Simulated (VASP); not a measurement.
# Re (P6_3/mmc) in VASP: further runs, part 2 of 2

VASP 6.6.1.

## 3. Single point, PBE

Contents of INCAR:

```
ALGO = Normal ; EDIFF = 1E-6
ENCUT = 520 ; GGA = PE
ISIF = 2 ; ISMEAR = 1
LASPH = True ; LCHARG = True
LELF = True ; LREAL = False
LVHAR = True ; LWAVE = False
NBANDS = 14 ; NELM = 60
PREC = Accurate ; SIGMA = 0.01
```

Contents of KPOINTS:

```
k-points
0
Gamma
  13 13 7
```

Contents of POSCAR:

```
Re
1.0
    2.7768706464      0.0000000000      0.0000000000
   -1.3884353232      2.4048405228      0.0000000000
    0.0000000000      0.0000000000      4.4788142384
Re
2
Direct
    0.3333333333      0.6666666667      0.2500000000
    0.6666666667      0.3333333333      0.7500000000
```

Potentials or basis: VASP PAW PBE potentials, release 64 (Re).

The run is started by

```bash
> cat potpaw_PBE.64/Re/POTCAR > POTCAR
> mpirun -np 1 vasp_std > vasp.out
```

OUTCAR:

```text
EDIFF = 1E-6
   ENCUT = 520
   GGA = PE
   ISIF = 2
   ISMEAR = 1
   LASPH = True
   LREAL = False
   NELM = 60
   PREC = Accurate

 ion  position               nearest neighbor table
   1  0.333  0.667  0.250-   2 2.75   2 2.75   2 2.75   2 2.75   2 2.75   2 2.75
   2  0.667  0.333  0.750-   1 2.75   1 2.75   1 2.75   1 2.75   1 2.75   1 2.75

  LATTYP: Found a hexagonal cell.
 ALAT       =     2.7768706464
 C/A-ratio  =     1.6128998462

  Lattice vectors:

 A1 = (   2.7768706464,   0.0000000000,   0.0000000000)
 A2 = (  -1.3884353232,   2.4048405228,   0.0000000000)
 A3 = (   0.0000000000,   0.0000000000,   4.4788142384)

Analysis of symmetry for initial positions (statically):
=====================================================================
 Subroutine PRICEL returns:
 Original cell was already a primitive cell.

 Routine SETGRP: Setting up the symmetry group for a
 hexagonal supercell.

 Subroutine GETGRP returns: Found 24 space group operations
 (whereof 12 operations were pure point group operations)
 out of a pool of 24 trial point group operations.

The static configuration has the point symmetry D_3d.
 The point group associated with its full space group is D_6h.

Analysis of symmetry for dynamics (positions and initial velocities):
=====================================================================
 Subroutine PRICEL returns:
 Original cell was already a primitive cell.

 Routine SETGRP: Setting up the symmetry group for a
 hexagonal supercell.

 Subroutine GETGRP returns: Found 24 space group operations
 (whereof 12 operations were pure point group operations)
 out of a pool of 24 trial point group operations.

The dynamic configuration has the point symmetry D_3d.
 The point group associated with its full space group is D_6h.

 Subroutine INISYM returns: Found 24 space group operations
 (whereof 12 operations are pure point group operations),
 and found     1 'primitive' translations

----------------------------------------------------------------------------------------

                                     Primitive cell

  volume of cell :      29.9092

  direct lattice vectors                    reciprocal lattice vectors
     2.776870646  0.000000000  0.000000000     0.360117603  0.207913995  0.000000000
    -1.388435323  2.404840523  0.000000000     0.000000000  0.415827990  0.000000000
     0.000000000  0.000000000  4.478814238     0.000000000  0.000000000  0.223273381

  length of vectors
     2.776870646  2.776870646  4.478814238     0.415827990  0.415827990  0.223273381

  position of ions in fractional coordinates (direct lattice)
     0.333333333  0.666666667  0.250000000
     0.666666667  0.333333333  0.750000000

  ion indices of the primitive-cell ions
   primitive index   ion index
                 1           1
                 2           2

----------------------------------------------------------------------------------------

 KPOINTS: k-points

Automatic generation of k-mesh.
 Grid dimensions read from file:
 generate k-points for:   13   13    7

 Generating k-lattice:

  Cartesian coordinates                     Fractional coordinates (reciprocal lattice)
     0.027701354  0.015993384  0.000000000     0.076923077  0.000000000  0.000000000
     0.000000000  0.031986768  0.000000000     0.000000000  0.076923077  0.000000000
     0.000000000  0.000000000  0.031896197     0.000000000  0.000000000  0.142857143

  Length of vectors
     0.031986768  0.031986768  0.031896197

  Shift w.r.t. Gamma in fractional coordinates (k-lattice)
     0.000000000  0.000000000  0.000000000

 Subroutine IBZKPT returns following result:
 ===========================================

 Found     84 irreducible k-points:

 Following reciprocal coordinates:
            Coordinates               Weight
  0.000000  0.000000  0.000000      1.000000
  0.076923  0.000000  0.000000      6.000000
  0.153846  0.000000  0.000000      6.000000
  0.230769  0.000000  0.000000      6.000000
  0.307692  0.000000  0.000000      6.000000
  0.384615  0.000000  0.000000      6.000000
[... 16 lines left out ...]
  0.076923  0.000000  0.142857     12.000000
  0.153846  0.000000  0.142857     12.000000
 [... further k-points ...]
   k-points           NKPTS =     84   k-points in BZ     NKDIM =     84   number of bands    NBANDS=     14
   number of dos      NEDOS =    301   number of ions     NIONS =      2
   total plane-waves  NPLWV =  20736
   dimension x,y,z NGX =    24 NGY =   24 NGZ =   36
   dimension x,y,z NGXF=    48 NGYF=   48 NGZF=   72
   ions per type =               2
   NGX,Y,Z   is equivalent  to a cutoff of  14.37, 14.37, 13.36 a.u.
   NGXF,Y,Z  is equivalent  to a cutoff of  28.74, 28.74, 26.73 a.u.
 SYSTEM =  unknown system
   PREC   = accura    normal or accurate (medium, high low for compatibility)
   ISTART =      0    job   : 0-new  1-cont  2-samecut
   ICHARG =      2    charge: 1-file 2-atom 10-const
   ISPIN  =      1    spin polarized calculation?
   LNONCOLLINEAR =      F non collinear calculations
   LSORBIT =      F    spin-orbit coupling
   LASPH  =      T    aspherical Exc in radial PAW
   ENCUT  =  520.0 eV  38.22 Ry    6.18 a.u.   5.16  5.16  8.33*2*pi/ulx,y,z
   NELM   =     60;   NELMIN=  2; NELMDL= -5     # of ELM steps
   EDIFF  = 0.1E-05   stopping-criterion for ELM
   LREAL  =      F    real-space projection
   EDIFFG = 0.1E-04   stopping-criterion for IOM
   NSW    =      0    number of steps for IOM
   IBRION =     -1    ionic relax: 0-MD 1-quasi-New 2-CG
   NFREE  =      0    steps in history (QN), initial steepest desc. (CG)
   ISIF   =      2    stress and relaxation
   ISYM   =      2    0-nonsym 1-usesym 2-fastsym
   POTIM  = 0.5000    time-step for ionic-motion
   TEBEG  =    0.0;   TEEND  =   0.0 temperature during run
   PSTRESS=    0.0 pullay stress
   NELECT =      14.0000    total number of electrons
   NUPDOWN=      -1.0000    fix difference up-down
   EMIN   =  10.00;   EMAX   =-10.00  energy-range for DOS
   EFERMI =   0.00;   METHOD = LEGACY
   ISMEAR =     1;   SIGMA  =   0.01  broadening in eV -4-tet -1-fermi 0-gaus
   EFERMI_NEDOS =   21; number of points for ismear=-14 and -15
   IALGO  =     38    algorithm
   IMIX   =      4    mixing-type and parameters
     AMIX     =   0.40;   BMIX     =  1.00
     AMIX_MAG =   1.60;   BMIX_MAG =  1.00
  volume/ion in A,a.u.               =      14.95       100.92
  Fermi-wavevector in a.u.,A,eV,Ry     =   1.271108  2.402046 21.983151  1.615716
  Thomas-Fermi vector in A             =   2.404059
   LORBIT       =      0    0 simple, 1 ext, 2 COOP (PROOUT), +10 PAW based schemes
   GGA     = PE    functional components
   LHFCALC =     F    Hartree Fock is set to
   AEXX    =    0.0000 exact exchange contribution
   IVDW    =     0    specifies the selected vdW correction
   LEPSILON=     F    determine dielectric tensor
   LRPA    =     F    only Hartree local field effects (RPA)
 non-spin polarized calculation
 Methfessel and Paxton  Order N= 1 SIGMA  =   0.01
  energy-cutoff  :      520.00
  volume of cell :       29.91
 maximum number of plane-waves:       821
 NGX is ok and might be reduce to    24
   NGX = 11   NGY = 11   NGZ = 17

 number of electron      14.0000000 magnetization

 Free energy of the ion-electron system (eV)
  ---------------------------------------------------
  ext. energy  EPLUGINS =         0.00000000
  ---------------------------------------------------
  free energy    TOTEN  =       -24.85027613 eV

  energy without entropy =      -24.85023739  energy(sigma->0) =      -24.85026322

 E-fermi :   7.6296     XC(G=0): -13.6405

 val. band max:        7.6291344641   @ k =   0.0000   0.0000   0.1429
 cond. band min:       7.6817829177   @ k =   0.3846   0.1538   0.2857
 fundamental gap:      0.0526484536
 Fermi energy:         7.6296316431

 k-point     1 :       0.0000    0.0000    0.0000
  band No.  band energies     occupation
      1      -2.0684      2.00000
      2       1.1832      2.00000
      3       6.1463      2.00000
      4       6.1463      2.00000
      5       6.1644      2.00000
      6       6.9643      2.00000
      7       6.9643      2.00000
      8       7.8641      0.00000
      9       7.8641      0.00000
     10       8.2859      0.00000
     11      10.9772      0.00000
     12      10.9772      0.00000
     13      17.5040      0.00000
     14      21.8025      0.00000
[... 377 lines left out ...]
      1      -0.9433      2.00000
      2       2.0146      2.00000
      3       5.0967      2.00000
      4       5.4231      2.00000
      5       6.2082      2.00000
      6       6.6905      2.00000
      7       6.9915      2.00000
      8       7.4913      2.00000
      9       7.9190      0.00000
     10       8.0710      0.00000
     11      11.2984      0.00000
     12      13.0568      0.00000
     13      18.4467      0.00000
     14      23.1670      0.00000

 [... further k-points ...]
[... 5 lines left out ...]
  --------------------------------------------------------------------------------------
  -------------------------------------------------------------------------------------
  Total       -0.1406371     -0.1406371     -0.1244704     -0.0000000     -0.0000000     -0.0000000
  in kB       -7.5336488     -7.5336488     -6.6676307     -0.0000000     -0.0000000     -0.0000000
  external PRESSURE =      -7.2449761 kB  Pullay stress =       0.0000000 kB

 VOLUME and BASIS-vectors are now :
 -----------------------------------------------------------------------------
  energy-cutoff  :      520.00
  volume of cell :       29.91
      direct lattice vectors                 reciprocal lattice vectors
     2.776870646  0.000000000  0.000000000     0.360117603  0.207913995  0.000000000
    -1.388435323  2.404840523  0.000000000     0.000000000  0.415827990  0.000000000
     0.000000000  0.000000000  4.478814238     0.000000000  0.000000000  0.223273381

 POSITION                                       TOTAL-FORCE (eV/Angst)
 -----------------------------------------------------------------------------------
     -0.00000      1.60323      1.11970         0.000000     -0.000000      0.000000
      1.38844      0.80161      3.35911        -0.000000      0.000000      0.000000
 -----------------------------------------------------------------------------------
    total drift:                               -0.000000      0.000000     -0.000000

  FREE ENERGIE OF THE ION-ELECTRON SYSTEM (eV)
  ---------------------------------------------------
  free  energy   TOTEN  =       -24.8502761317 eV

  energy  without entropy=      -24.8502373868  energy(sigma->0) =      -24.85026322
```

stdout:

```text
POSCAR found type information on POSCAR Re
 POSCAR found :  1 types and       2 ions
 scaLAPACK will be used
 LDA part: xc-table for (Slater+PW92), standard interpolation
 POSCAR, INCAR and KPOINTS ok, starting setup
 FFT: planning ... GRIDC
 FFT: planning ... GRID_SOFT
 FFT: planning ... GRID
 WAVECAR not read
 entering main loop
```

Run time: 55 s. Hardware: 1 thread of Intel Xeon Platinum 8375C at 2.90GHz (Ice Lake), shared host; peak memory 0.17 GiB.

What came out:

```yaml
Free_energy: -24.8503 eV
Pressure: -0.7 GPa
Band_gap_on_the_k_mesh: zero (band 7 reaches 8.84 eV, above the bottom of band 8 at 6.14 eV)
```

Caveat: spin-orbit coupling is left out, which moves the levels of the heavy elements.
